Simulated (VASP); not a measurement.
# InSb in VASP: single point with LDA

Aim: the single point of InSb with LDA.

All numbers are computed with VASP 6.6.1; they aren't measurements. Logs are shortened: lines on timing, memory, paths and dates and some standing lists are left out, and cuts for length are marked.

## (1) The cell of the first run

The cell holds a slab with vacuum, 16 atoms: a = 9.150 Å, b = 9.150 Å, c = 17.669 Å, α = 90.00°, β = 90.00°, γ = 60.00°.

## (2) Single point, LDA

Input file INCAR:

```
SYSTEM = InSb
PREC     = Accurate       ! precision mode
ENCUT    = 520            ! plane-wave cutoff, eV
EDIFF    = 1E-6           ! SCF threshold, eV
ISMEAR   = -1             ! smearing method
SIGMA    = 0.1            ! smearing width, eV
LREAL    = Auto         
LASPH    = .TRUE.         ! aspherical terms in the spheres
NELM     = 60             ! most SCF steps
ALGO     = Normal         ! electronic algorithm
ISIF     = 2              ! what is computed and relaxed
LWAVE    = .FALSE.        ! write WAVECAR
LCHARG   = .FALSE.        ! write CHGCAR
GGA      = CA             ! functional
NBANDS   = 86             ! bands
```

Input file KPOINTS:

```
regular mesh
0
G
  2 2 1
  0 0 0
```

Input file POSCAR:

```
InSb
1.0
    9.1499620000      0.0000000000      0.0000000000
    4.5749810000      7.9240990000      0.0000000000
    0.0000000000      0.0000000000     17.6693200000
In Sb
8 8
Direct
    0.0000000000      0.0000000000      0.0565952736
    0.0000041616      0.4999937532      0.0565952736
    0.5000020765      0.0000000000      0.0565952736
    0.5000062382      0.4999937532      0.0565952736
    0.6574673909      0.6539039959      0.2721610113
    0.7173919084      0.1632993227      0.2806672809
    0.2324947544      0.5944903010      0.2691671213
    0.1921014063      0.1484332793      0.2831291753
    0.1746964072      0.1544781306      0.0936708374
    0.1614153348      0.6697417587      0.1030430147
    0.6729224505      0.1592105298      0.1032807148
    0.6440916897      0.6773766961      0.1132131853
    0.8420480118      0.8169635437      0.2931182411
    0.8600940101      0.3486074568      0.3316879201
    0.3260333705      0.8166606702      0.3250040183
    0.3961671439      0.2672985282      0.3243871298
```

Potentials or basis: VASP PAW LDA potentials, release 64 (In_d, Sb).

The run is started by

```bash
$ cat potpaw_LDA.64/In_d/POTCAR potpaw_LDA.64/Sb/POTCAR > POTCAR
$ mpirun -np 1 vasp_std > vasp.out
```

OUTCAR:

```text
SYSTEM = InSb
   PREC = Accurate
   ENCUT = 520
   EDIFF = 1E-6
   ISMEAR = -1
   LREAL = Auto
   LASPH = .TRUE.
   NELM = 60
   ISIF = 2
   GGA = CA

 ion  position               nearest neighbor table
   1  0.000  0.000  0.057-   9 2.69  11 2.72  10 2.74
   2  0.000  0.500  0.057-  10 2.75   9 2.82  12 2.99
   3  0.500  0.000  0.057-   9 2.66  12 2.75  11 2.76
   4  0.500  0.500  0.057-  12 2.74  10 2.81  11 2.82
   5  0.657  0.654  0.272-  14 2.68  13 2.78  15 2.79  12 2.81
   6  0.717  0.163  0.281-  16 2.71  14 2.76  13 2.79  11 3.16
   7  0.232  0.594  0.269-  15 2.75  16 2.77  10 3.01  13 3.13
   8  0.192  0.148  0.283-  16 2.69  15 2.75  14 2.78   9 3.35
   9  0.175  0.154  0.094-   3 2.66   1 2.69   2 2.82   8 3.35
  10  0.161  0.670  0.103-   1 2.74   2 2.75   4 2.81   7 3.01
  11  0.673  0.159  0.103-   1 2.72   3 2.76   4 2.82   6 3.16
  12  0.644  0.677  0.113-   4 2.74   3 2.75   5 2.81   2 2.99
  13  0.842  0.817  0.293-   5 2.78   6 2.79   7 3.13
  14  0.860  0.349  0.332-   5 2.68   6 2.76   8 2.78
  15  0.326  0.817  0.325-   8 2.75   7 2.75   5 2.79
  16  0.396  0.267  0.324-   8 2.69   6 2.71   7 2.77

  LATTYP: Found a hexagonal cell.
 ALAT       =     9.1499615361
 C/A-ratio  =     1.9310813417

  Lattice vectors:

 A1 = (  -4.5749810000,  -7.9240990000,   0.0000000000)
 A2 = (   9.1499620000,   0.0000000000,   0.0000000000)
 A3 = (   0.0000000000,   0.0000000000,  17.6693200000)

Analysis of symmetry for initial positions (statically):
=====================================================================
 Subroutine PRICEL returns:
 Original cell was already a primitive cell.

 Routine SETGRP: Setting up the symmetry group for a
 hexagonal supercell.

 Subroutine GETGRP returns: Found  1 space group operations
 (whereof  1 operations were pure point group operations)
 out of a pool of 24 trial point group operations.

The static configuration has the point symmetry C_1 .

Analysis of symmetry for dynamics (positions and initial velocities):
=====================================================================
 Subroutine PRICEL returns:
 Original cell was already a primitive cell.

 Routine SETGRP: Setting up the symmetry group for a
 hexagonal supercell.

 Subroutine GETGRP returns: Found  1 space group operations
 (whereof  1 operations were pure point group operations)
 out of a pool of 24 trial point group operations.

The dynamic configuration has the point symmetry C_1 .

 Subroutine INISYM returns: Found  1 space group operations
 (whereof  1 operations are pure point group operations),
 and found     1 'primitive' translations

----------------------------------------------------------------------------------------

                                     Primitive cell

  volume of cell :    1281.1177

  direct lattice vectors                    reciprocal lattice vectors
     9.149962000  0.000000000  0.000000000     0.109290071 -0.063098656  0.000000000
     4.574981000  7.924099000  0.000000000     0.000000000  0.126197313  0.000000000
     0.000000000  0.000000000 17.669320000     0.000000000  0.000000000  0.056595274

  length of vectors
     9.149962000  9.149961536 17.669320000     0.126197306  0.126197313  0.056595274

  position of ions in fractional coordinates (direct lattice)
     0.000000000  0.000000000  0.056595274
     0.000004162  0.499993753  0.056595274
     0.500002077  0.000000000  0.056595274
     0.500006238  0.499993753  0.056595274
     0.657467391  0.653903996  0.272161011
     0.717391908  0.163299323  0.280667281
[... 8 lines left out ...]
     0.326033370  0.816660670  0.325004018
     0.396167144  0.267298528  0.324387130

  ion indices of the primitive-cell ions
   primitive index   ion index
                 1           1
                 2           2
                 3           3
                 4           4
                 5           5
                 6           6
[... 8 lines left out ...]
                15          15
                16          16

----------------------------------------------------------------------------------------

 KPOINTS: regular mesh

Automatic generation of k-mesh.
 Grid dimensions read from file:
 generate k-points for:    2    2    1

 Generating k-lattice:

  Cartesian coordinates                     Fractional coordinates (reciprocal lattice)
     0.054645036 -0.031549328  0.000000000     0.500000000  0.000000000  0.000000000
     0.000000000  0.063098656  0.000000000     0.000000000  0.500000000  0.000000000
     0.000000000  0.000000000  0.056595274     0.000000000  0.000000000  1.000000000

  Length of vectors
     0.063098653  0.063098656  0.056595274

  Shift w.r.t. Gamma in fractional coordinates (k-lattice)
     0.000000000  0.000000000  0.000000000

 Subroutine IBZKPT returns following result:
 ===========================================

 Found      4 irreducible k-points:

 Following reciprocal coordinates:
            Coordinates               Weight
  0.000000  0.000000  0.000000      1.000000
  0.500000 -0.000000  0.000000      1.000000
  0.500000  0.500000  0.000000      1.000000
  0.000000  0.500000  0.000000      1.000000
   k-points           NKPTS =      4   k-points in BZ     NKDIM =      4   number of bands    NBANDS=     86
   number of dos      NEDOS =    301   number of ions     NIONS =     16
   total plane-waves  NPLWV = 686000
   dimension x,y,z NGX =    70 NGY =   70 NGZ =  140
   dimension x,y,z NGXF=   140 NGYF=  140 NGZF=  280
   ions per type =               8   8
   NGX,Y,Z   is equivalent  to a cutoff of  12.72, 12.72, 13.17 a.u.
   NGXF,Y,Z  is equivalent  to a cutoff of  25.44, 25.44, 26.34 a.u.
 SYSTEM =  InSb
   PREC   = accura    normal or accurate (medium, high low for compatibility)
   ISTART =      0    job   : 0-new  1-cont  2-samecut
   ICHARG =      2    charge: 1-file 2-atom 10-const
   ISPIN  =      1    spin polarized calculation?
   LNONCOLLINEAR =      F non collinear calculations
   LSORBIT =      F    spin-orbit coupling
   LASPH  =      T    aspherical Exc in radial PAW
   ENCUT  =  520.0 eV  38.22 Ry    6.18 a.u.  17.01 17.01 32.85*2*pi/ulx,y,z
   NELM   =     60;   NELMIN=  2; NELMDL= -5     # of ELM steps
   EDIFF  = 0.1E-05   stopping-criterion for ELM
   LREAL  =      T    real-space projection
   EDIFFG = 0.1E-04   stopping-criterion for IOM
   NSW    =      0    number of steps for IOM
   IBRION =     -1    ionic relax: 0-MD 1-quasi-New 2-CG
   NFREE  =      0    steps in history (QN), initial steepest desc. (CG)
   ISIF   =      2    stress and relaxation
   ISYM   =      2    0-nonsym 1-usesym 2-fastsym
   POTIM  = 0.5000    time-step for ionic-motion
   TEBEG  =    0.0;   TEEND  =   0.0 temperature during run
   PSTRESS=    0.0 pullay stress
   NELECT =     144.0000    total number of electrons
   NUPDOWN=      -1.0000    fix difference up-down
   EMIN   =  10.00;   EMAX   =-10.00  energy-range for DOS
   EFERMI =   0.00;   METHOD = LEGACY
   ISMEAR =    -1;   SIGMA  =   0.10  broadening in eV -4-tet -1-fermi 0-gaus
   EFERMI_NEDOS =   21; number of points for ismear=-14 and -15
   IALGO  =     38    algorithm
   IMIX   =      4    mixing-type and parameters
     AMIX     =   0.40;   BMIX     =  1.00
     AMIX_MAG =   1.60;   BMIX_MAG =  1.00
  volume/ion in A,a.u.               =      80.07       540.34
  Fermi-wavevector in a.u.,A,eV,Ry     =   0.790071  1.493017  8.492917  0.624212
  Thomas-Fermi vector in A             =   1.895339
   LORBIT       =      0    0 simple, 1 ext, 2 COOP (PROOUT), +10 PAW based schemes
   GGA     = CA    functional components
   LHFCALC =     F    Hartree Fock is set to
   AEXX    =    0.0000 exact exchange contribution
   IVDW    =     0    specifies the selected vdW correction
   LEPSILON=     F    determine dielectric tensor
   LRPA    =     F    only Hartree local field effects (RPA)
 non-spin polarized calculation
  energy-cutoff  :      520.00
  volume of cell :     1281.12
 maximum number of plane-waves:     34500
 NGX is ok and might be reduce to    70
   NGX = 35   NGY = 35   NGZ = 65

 number of electron     144.0000006 magnetization

 Free energy of the ion-electron system (eV)
  ---------------------------------------------------
  ext. energy  EPLUGINS =         0.00000000
  ---------------------------------------------------
  free energy    TOTEN  =       -58.20314361 eV

  energy without entropy =      -57.97119979  energy(sigma->0) =      -58.08717170

 E-fermi :  -0.3764     XC(G=0):  -4.5513

 val. band max:       -0.4646315537   @ k =   0.0000   0.0000   0.0000
 cond. band min:      -0.3000750230   @ k =   0.0000   0.0000   0.0000
 fundamental gap:      0.1645565307
 Fermi energy:        -0.3764431991

 k-point     1 :       0.0000    0.0000    0.0000
  band No.  band energies     occupation
      1     -15.5154      2.00000
      2     -15.4860      2.00000
      3     -15.4753      2.00000
      4     -15.4478      2.00000
      5     -15.4189      2.00000
      6     -15.4113      2.00000
[... 76 lines left out ...]
     83       1.2997      0.00000
     84       1.4506      0.00000

 k-point     2 :       0.5000   -0.0000    0.0000
  band No.  band energies     occupation
      1     -15.5111      2.00000
      2     -15.4842      2.00000
      3     -15.4741      2.00000
      4     -15.4482      2.00000
      5     -15.4176      2.00000
      6     -15.4113      2.00000
[... 76 lines left out ...]
     83       2.6171      0.00000
     84       2.8583      0.00000

 k-point     3 :       0.5000    0.5000    0.0000
  band No.  band energies     occupation
      1     -15.5106      2.00000
      2     -15.4841      2.00000
      3     -15.4738      2.00000
      4     -15.4483      2.00000
      5     -15.4182      2.00000
      6     -15.4109      2.00000
[... 76 lines left out ...]
     83       2.4872      0.00000
     84       2.8794      0.00000

 k-point     4 :       0.0000    0.5000    0.0000
  band No.  band energies     occupation
      1     -15.5137      2.00000
      2     -15.4848      2.00000
      3     -15.4733      2.00000
      4     -15.4475      2.00000
      5     -15.4167      2.00000
      6     -15.4110      2.00000
[... 76 lines left out ...]
     83       2.5643      0.00000
     84       2.6478      0.00000
 [bands above 84 left out]

------------------------ aborting loop because EDIFF is reached ----------------------------------------

  FORCE on cell =-STRESS in cart. coord.  units (eV):
  Direction    XX          YY          ZZ          XY          YZ          ZX
  --------------------------------------------------------------------------------------
  -------------------------------------------------------------------------------------
  Total        2.3145002      0.7994645     -1.4332524      1.6283831     -0.2113840      1.0497347
  in kB        2.8945349      0.9998175     -1.7924383      2.0364707     -0.2643588      1.3128077
  external PRESSURE =       0.7006380 kB  Pullay stress =       0.0000000 kB

 VOLUME and BASIS-vectors are now :
 -----------------------------------------------------------------------------
  energy-cutoff  :      520.00
  volume of cell :     1281.12
      direct lattice vectors                 reciprocal lattice vectors
     9.149962000  0.000000000  0.000000000     0.109290071 -0.063098656  0.000000000
     4.574981000  7.924099000  0.000000000     0.000000000  0.126197313  0.000000000
     0.000000000  0.000000000 17.669320000     0.000000000  0.000000000  0.056595274

 POSITION                                       TOTAL-FORCE (eV/Angst)
 -----------------------------------------------------------------------------------
      0.00000      0.00000      1.00000        -0.156338     -0.158328     -0.030739
      2.28750      3.96200      1.00000        -0.719202      0.096808      0.478649
      4.57500      0.00000      1.00000         0.463644     -0.259531      0.018069
      6.86250      3.96200      1.00000        -0.295831     -0.198060      0.111687
      9.00740      5.18160      4.80890         0.014996      0.806716      0.090017
      7.31120      1.29400      4.95920         0.210752     -0.520301     -0.502656
[... 8 lines left out ...]
      6.71940      6.47130      5.74260         0.214297     -0.287041      0.215137
      4.84780      2.11810      5.73170        -0.033065      0.755473      0.340995
 -----------------------------------------------------------------------------------
    total drift:                               -0.005656      0.001811     -0.036729

  FREE ENERGIE OF THE ION-ELECTRON SYSTEM (eV)
  ---------------------------------------------------
  free  energy   TOTEN  =       -58.2031436074 eV

  energy  without entropy=      -57.9711997856  energy(sigma->0) =      -58.08717170
```

Run time: 39 min. Hardware: 1 thread of Oxide Virtual Turin-like, shared host; peak memory 0.97 GiB.

What came out:

```
Free energy            : -58.2031 eV
Largest force          : 1.268 eV/Å
Band gap on the k mesh : 0.16 eV, direct
```

Forces in eV/Å, atoms in the order of the input:
```
In  -0.156 -0.158 -0.031
In  -0.719  0.097  0.479
In   0.464 -0.260  0.018
In  -0.296 -0.198  0.112
In   0.015  0.807  0.090
In   0.211 -0.520 -0.503
In  -0.851  0.557  0.009
In  -0.422 -0.112 -0.888
Sb  -0.176  0.803  0.450
Sb   0.209 -0.299  0.005
Sb  -0.155  0.381  0.164
Sb   0.867 -0.435 -0.817
Sb   0.895 -0.386 -0.034
Sb  -0.066 -0.744  0.389
Sb   0.214 -0.287  0.215
Sb  -0.033  0.755  0.341
```

Levels at points of the mesh, in eV from the valence-band top:
| k point | band 70 | band 71 | band 72 | band 73 | band 74 | band 75 |
| --- | --- | --- | --- | --- | --- | --- |
| (0.00, 0.00, 0.00) | -0.70 | -0.33 | 0.00 | 0.16 | 0.30 | 0.40 |
| (0.50, 0.00, 0.00) | -0.77 | -0.42 | -0.09 | 0.40 | 0.50 | 0.71 |
| (0.50, 0.50, 0.00) | -0.53 | -0.45 | -0.06 | 0.34 | 0.44 | 0.72 |
| (0.00, 0.50, 0.00) | -0.61 | -0.49 | -0.08 | 0.28 | 0.42 | 0.74 |

Caveat: spin-orbit coupling is left out, which moves the levels of the heavy elements.
